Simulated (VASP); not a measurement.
# SbTePd (P2_13) in VASP: electric field gradients with r2SCAN

Aim: the electric field gradients of SbTePd with r2SCAN.

Program: VASP 6.6.1. These are calculated values, not measurements. Logs are shortened: lines on timing, memory, paths and dates and some standing lists are left out, and cuts for length are marked.

**1. The cell of the first run**

It takes space group P2_13 (No. 198, cubic). The conventional cell has a = 6.536 Å, b = 6.536 Å, c = 6.536 Å, α = 90.00°, β = 90.00°, γ = 90.00°. Sb (site symmetry 3) has 3 Pd at 2.69 Å and 7 Te at 2.89 to 3.64 Å within 3.7 Å. Te (site symmetry 3) has 3 Pd at 2.72 Å and 7 Sb at 2.89 to 3.64 Å within 3.7 Å. Within 3.5 Å of Pd (site symmetry 3) lie 3 Sb at 2.69 Å and 3 Te at 2.72 Å.

**2. Electric field gradients, r2SCAN**

Input file POSCAR:

```
SbTePd
1.0
    6.5362000000      0.0000000000      0.0000000000
    0.0000000000      6.5362000000      0.0000000000
    0.0000000000      0.0000000000      6.5362000000
Sb Te Pd
4 4 4
Direct
    0.6280015336      0.6280015336      0.6280015336
    0.8719984664      0.3719984664      0.1280015336
    0.1280015336      0.8719984664      0.3719984664
    0.3719984664      0.1280015336      0.8719984664
    0.3727892427      0.3727892427      0.3727892427
    0.1272107573      0.6272107573      0.8727892427
    0.8727892427      0.1272107573      0.6272107573
    0.6272107573      0.8727892427      0.1272107573
    1.0031829165      1.0031829165      1.0031829165
    0.4968170835     -0.0031829165      0.5031829165
    0.5031829165      0.4968170835     -0.0031829165
   -0.0031829165      0.5031829165      0.4968170835
```

Input file INCAR.step1:

```
SYSTEM = SbTePd
ALGO = Normal
EDIFF = 1E-4
ENCUT = 520
GGA = PE
ISMEAR = -1
LASPH = .True.
LCHARG = .False.
LREAL = .False.
LWAVE = .True.
NBANDS = 54
NELM = 60
PREC = Accurate
SIGMA = 0.05
```

Input file INCAR.step2:

```
SYSTEM = SbTePd
ALGO = Normal
EDIFF = 1E-8
ENCUT = 520
ISIF = 2
ISMEAR = -1
ISTART = 1
LASPH = .True.
LCHARG = .False.
LEFG = .True.
LMIXTAU = .True.
LREAL = .False.
LWAVE = .False.
METAGGA = R2SCAN
NBANDS = 54
NELM = 60
PREC = Accurate
SIGMA = 0.05
```

Input file KPOINTS:

```
k-points
0
Gamma
  5 5 5
  0 0 0
```

Potentials or basis: VASP PAW PBE potentials, release 64 (Sb, Te, Pd).

The run is started by

```
> cat potpaw_PBE.64/Sb/POTCAR potpaw_PBE.64/Te/POTCAR potpaw_PBE.64/Pd/POTCAR > POTCAR
> cp INCAR.step1 INCAR
> mpirun -np 1 vasp_std > vasp.out
> cp INCAR.step2 INCAR
> mpirun -np 1 vasp_std > vasp.out
```

OUTCAR:

```text
SYSTEM = SbTePd
   EDIFF = 1E-8
   ENCUT = 520
   ISIF = 2
   ISMEAR = -1
   ISTART = 1
   LASPH = .True.
   LREAL = .False.
   METAGGA = R2SCAN
   NELM = 60
   PREC = Accurate

 ion  position               nearest neighbor table
   1  0.628  0.628  0.628-  10 2.69  11 2.69  12 2.69   5 2.89   6 3.63   7 3.63   8 3.63   6 3.64
                             7 3.64   8 3.64
   2  0.872  0.372  0.128-   9 2.69  11 2.69  12 2.69   6 2.89   5 3.63   7 3.63   8 3.63   5 3.64
                             8 3.64   7 3.64
   3  0.128  0.872  0.372-   9 2.69  10 2.69  12 2.69   7 2.89   6 3.63   5 3.63   8 3.63   8 3.64
                             5 3.64   6 3.64
   4  0.372  0.128  0.872-   9 2.69  10 2.69  11 2.69   8 2.89   6 3.63   7 3.63   5 3.63   7 3.64
                             5 3.64   6 3.64
   5  0.373  0.373  0.373-  10 2.72  11 2.72  12 2.72   1 2.89   2 3.63   3 3.63   4 3.63   2 3.64
                             3 3.64   4 3.64
   6  0.127  0.627  0.873-   9 2.72  11 2.72  12 2.72   2 2.89   1 3.63   3 3.63   4 3.63   1 3.64
                             4 3.64   3 3.64
   7  0.873  0.127  0.627-   9 2.72  10 2.72  12 2.72   3 2.89   2 3.63   1 3.63   4 3.63   4 3.64
                             1 3.64   2 3.64
   8  0.627  0.873  0.127-   9 2.72  10 2.72  11 2.72   4 2.89   2 3.63   3 3.63   1 3.63   3 3.64
                             1 3.64   2 3.64
   9  0.003  0.003  0.003-   2 2.69   3 2.69   4 2.69   6 2.72   7 2.72   8 2.72
  10  0.497  0.997  0.503-   1 2.69   3 2.69   4 2.69   5 2.72   7 2.72   8 2.72
  11  0.503  0.497  0.997-   1 2.69   2 2.69   4 2.69   5 2.72   6 2.72   8 2.72
  12  0.997  0.503  0.497-   1 2.69   2 2.69   3 2.69   5 2.72   6 2.72   7 2.72

  LATTYP: Found a simple cubic cell.
 ALAT       =     6.5362000000

  Lattice vectors:

 A1 = (   6.5362000000,   0.0000000000,   0.0000000000)
 A2 = (   0.0000000000,   6.5362000000,   0.0000000000)
 A3 = (   0.0000000000,   0.0000000000,   6.5362000000)

Analysis of symmetry for initial positions (statically):
=====================================================================
 Subroutine PRICEL returns:
 Original cell was already a primitive cell.

 Routine SETGRP: Setting up the symmetry group for a
 simple cubic supercell.

 Subroutine GETGRP returns: Found 12 space group operations
 (whereof  3 operations were pure point group operations)
 out of a pool of 48 trial point group operations.

The static configuration has the point symmetry C_3 .
 The point group associated with its full space group is T   .

Analysis of symmetry for dynamics (positions and initial velocities):
=====================================================================
 Subroutine PRICEL returns:
 Original cell was already a primitive cell.

 Routine SETGRP: Setting up the symmetry group for a
 simple cubic supercell.

 Subroutine GETGRP returns: Found 12 space group operations
 (whereof  3 operations were pure point group operations)
 out of a pool of 48 trial point group operations.

The dynamic configuration has the point symmetry C_3 .
 The point group associated with its full space group is T   .

 Subroutine INISYM returns: Found 12 space group operations
 (whereof  3 operations are pure point group operations),
 and found     1 'primitive' translations

----------------------------------------------------------------------------------------

                                     Primitive cell

  volume of cell :     279.2390

  direct lattice vectors                    reciprocal lattice vectors
     6.536200000  0.000000000  0.000000000     0.152994094  0.000000000  0.000000000
     0.000000000  6.536200000  0.000000000     0.000000000  0.152994094  0.000000000
     0.000000000  0.000000000  6.536200000     0.000000000  0.000000000  0.152994094

  length of vectors
     6.536200000  6.536200000  6.536200000     0.152994094  0.152994094  0.152994094

  position of ions in fractional coordinates (direct lattice)
     0.628001534  0.628001534  0.628001534
     0.871998466  0.371998466  0.128001534
     0.128001534  0.871998466  0.371998466
     0.371998466  0.128001534  0.871998466
     0.372789243  0.372789243  0.372789243
     0.127210757  0.627210757  0.872789243
     0.872789243  0.127210757  0.627210757
     0.627210757  0.872789243  0.127210757
[... 107 lines left out ...]
   LRPA    =     F    only Hartree local field effects (RPA)
 non-spin polarized calculation
  energy-cutoff  :      520.00
  volume of cell :      279.24
 maximum number of plane-waves:      7538
 NGX is ok and might be reduce to    50
   NGX = 25   NGY = 25   NGZ = 25

 number of electron      83.9999996 magnetization

 Free energy of the ion-electron system (eV)
  ---------------------------------------------------
  ext. energy  EPLUGINS =         0.00000000
  ---------------------------------------------------
  free energy    TOTEN  =      -300.78897083 eV

  energy without entropy =     -300.74617233  energy(sigma->0) =     -300.76757158

 E-fermi :   8.8139     XC(G=0): -11.2872

 val. band max:        8.8069302631   @ k =  -0.2000   0.4000   0.0000
 cond. band min:       8.8935329905   @ k =   0.4000   0.0000   0.0000
 fundamental gap:      0.0866027274
 Fermi energy:         8.8139115610

 k-point     1 :       0.0000    0.0000    0.0000
  band No.  band energies     occupation
      1      -5.1272      2.00000
      2      -3.4961      2.00000
      3      -3.4961      2.00000
      4      -3.4961      2.00000
      5      -1.1527      2.00000
      6      -1.1527      2.00000
[... 616 lines left out ...]
     53      13.5793      0.00000
     54      13.8866      0.00000

------------------------ aborting loop because EDIFF is reached ----------------------------------------

  FORCE on cell =-STRESS in cart. coord.  units (eV):
  Direction    XX          YY          ZZ          XY          YZ          ZX
  --------------------------------------------------------------------------------------
  -------------------------------------------------------------------------------------
  Total        5.1368501      5.1368501      5.1368501      0.0000000      0.0000000      0.0000000
  in kB       29.4734840     29.4734840     29.4734840      0.0000000      0.0000000      0.0000000
  external PRESSURE =      29.4734840 kB  Pullay stress =       0.0000000 kB

 VOLUME and BASIS-vectors are now :
 -----------------------------------------------------------------------------
  energy-cutoff  :      520.00
  volume of cell :      279.24
      direct lattice vectors                 reciprocal lattice vectors
     6.536200000  0.000000000  0.000000000     0.152994094  0.000000000  0.000000000
     0.000000000  6.536200000  0.000000000     0.000000000  0.152994094  0.000000000
     0.000000000  0.000000000  6.536200000     0.000000000  0.000000000  0.152994094

 POSITION                                       TOTAL-FORCE (eV/Angst)
 -----------------------------------------------------------------------------------
      4.10474      4.10474      4.10474        -0.061496     -0.061496     -0.061496
      5.69956      2.43146      0.83664         0.061496      0.061496     -0.061496
      0.83664      5.69956      2.43146        -0.061496      0.061496      0.061496
      2.43146      0.83664      5.69956         0.061496     -0.061496      0.061496
      2.43663      2.43663      2.43663         0.081954      0.081954      0.081954
      0.83147      4.09957      5.70473        -0.081954     -0.081954      0.081954
      5.70473      0.83147      4.09957         0.081954     -0.081954     -0.081954
      4.09957      5.70473      0.83147        -0.081954      0.081954     -0.081954
      0.02080      0.02080      0.02080         0.042900      0.042900      0.042900
      3.24730      6.51540      3.28890        -0.042900     -0.042900      0.042900
      3.28890      3.24730      6.51540         0.042900     -0.042900     -0.042900
      6.51540      3.28890      3.24730        -0.042900      0.042900     -0.042900
 -----------------------------------------------------------------------------------
    total drift:                                0.000000      0.000000      0.000000

  FREE ENERGIE OF THE ION-ELECTRON SYSTEM (eV)
  ---------------------------------------------------
  free  energy   TOTEN  =      -300.7889708281 eV

  energy  without entropy=     -300.7461723349  energy(sigma->0) =     -300.76757158

 Electric field gradients (V/A^2)
---------------------------------------------------------------------
 ion       V_xx      V_yy      V_zz      V_xy      V_xz      V_yz
---------------------------------------------------------------------
   1       0.000    -0.000    -0.000   110.212   110.212   110.212
   2       0.000    -0.000    -0.000   110.212  -110.212  -110.212
   3       0.000    -0.000    -0.000  -110.212  -110.212   110.212
   4       0.000    -0.000    -0.000  -110.212   110.212  -110.212
   5      -0.000    -0.000    -0.000    31.070    31.070    31.070
   6      -0.000    -0.000    -0.000    31.070   -31.070   -31.070
   7       0.000    -0.000    -0.000   -31.070   -31.070    31.070
   8      -0.000    -0.000    -0.000   -31.070    31.070   -31.070
   9       0.000     0.000    -0.000    -3.203    -3.203    -3.203
  10       0.000     0.000     0.000    -3.203     3.203     3.203
  11       0.000     0.000    -0.000     3.203     3.203    -3.203
  12       0.000    -0.000    -0.000     3.203    -3.203     3.203
---------------------------------------------------------------------

 Electric field gradients after diagonalization (V/A^2)
 (convention: |V_zz| > |V_xx| > |V_yy|)
----------------------------------------------------------------------
 ion       V_xx      V_yy      V_zz     asymmetry (V_yy - V_xx)/ V_zz
----------------------------------------------------------------------
   1    -110.212  -110.212   220.424       0.000
   2    -110.212  -110.212   220.424       0.000
   3    -110.212  -110.212   220.424       0.000
   4    -110.212  -110.212   220.424       0.000
   5     -31.070   -31.070    62.139       0.000
   6     -31.070   -31.070    62.139       0.000
   7     -31.070   -31.070    62.139       0.000
   8     -31.070   -31.070    62.139       0.000
   9       3.203     3.203    -6.406       0.000
  10       3.203     3.203    -6.406       0.000
  11       3.203     3.203    -6.406       0.000
  12       3.203     3.203    -6.406       0.000
----------------------------------------------------------------------

           NMR quadrupolar parameters

 Cq : quadrupolar parameter    Cq=e*Q*V_zz/h
 eta: asymmetry parameters     (V_yy - V_xx)/ V_zz
 Q  : nuclear electric quadrupole moment in mb (millibarn)
----------------------------------------------------------------------
 ion       Cq(MHz)       eta       Q (mb)
----------------------------------------------------------------------
   1       0.533       0.000       1.000
   2       0.533       0.000       1.000
   3       0.533       0.000       1.000
   4       0.533       0.000       1.000
   5       0.150       0.000       1.000
   6       0.150       0.000       1.000
   7       0.150       0.000       1.000
   8       0.150       0.000       1.000
   9      -0.015       0.000       1.000
  10      -0.015       0.000       1.000
  11      -0.015       0.000       1.000
  12      -0.015       0.000       1.000
----------------------------------------------------------------------
```

Run time: 7.6 min. Hardware: 1 thread of Intel Xeon Platinum 8488C (Sapphire Rapids), shared host; peak memory 0.46 GiB.

Results:

| Quantity | Value |
| --- | --- |
| Free energy | -300.7890 eV |
| Pressure | 2.9 GPa |
| Largest force | 0.142 eV/Å |
| Band gap on the k mesh | zero (bands 42 and 43 overlap by 1.33 eV) |
| Largest electric field gradient by atom | Sb +220.4; Te +62.1; Pd -6.4 V/Å² |

Forces on the atoms (eV/Å):
```
Sb  -0.061 -0.061 -0.061
Sb   0.061  0.061 -0.061
Sb  -0.061  0.061  0.061
Sb   0.061 -0.061  0.061
Te   0.082  0.082  0.082
Te  -0.082 -0.082  0.082
Te   0.082 -0.082 -0.082
Te  -0.082  0.082 -0.082
Pd   0.043  0.043  0.043
Pd  -0.043 -0.043  0.043
Pd   0.043 -0.043 -0.043
Pd  -0.043  0.043 -0.043
```

Levels at points of the mesh, in eV from the Fermi level:
| k point | band 39 | band 40 | band 41 | band 42 | band 43 | band 44 | band 45 | band 46 |
| --- | --- | --- | --- | --- | --- | --- | --- | --- |
| (0.00, 0.00, 0.00) | -1.31 | -1.31 | -1.16 | -1.16 | -1.16 | 0.19 | 1.85 | 1.85 |

Electric field gradients, principal values (V/Å²):
```tsv
atom	least	middle	greatest (by size)
1 Sb	-110.212	-110.212	220.424
2 Sb	-110.212	-110.212	220.424
3 Sb	-110.212	-110.212	220.424
4 Sb	-110.212	-110.212	220.424
5 Te	-31.070	-31.070	62.139
6 Te	-31.070	-31.070	62.139
7 Te	-31.070	-31.070	62.139
8 Te	-31.070	-31.070	62.139
9 Pd	3.203	3.203	-6.406
10 Pd	3.203	3.203	-6.406
11 Pd	3.203	3.203	-6.406
12 Pd	3.203	3.203	-6.406
```

Caveat: without QUAD_EFG the Cq values of the log hold for a quadrupole moment of 1 mb, not for the nuclei; the PAW data sets were made with another functional, which shifts forces and pressure a little; spin-orbit coupling is left out, which moves the levels of the heavy elements.
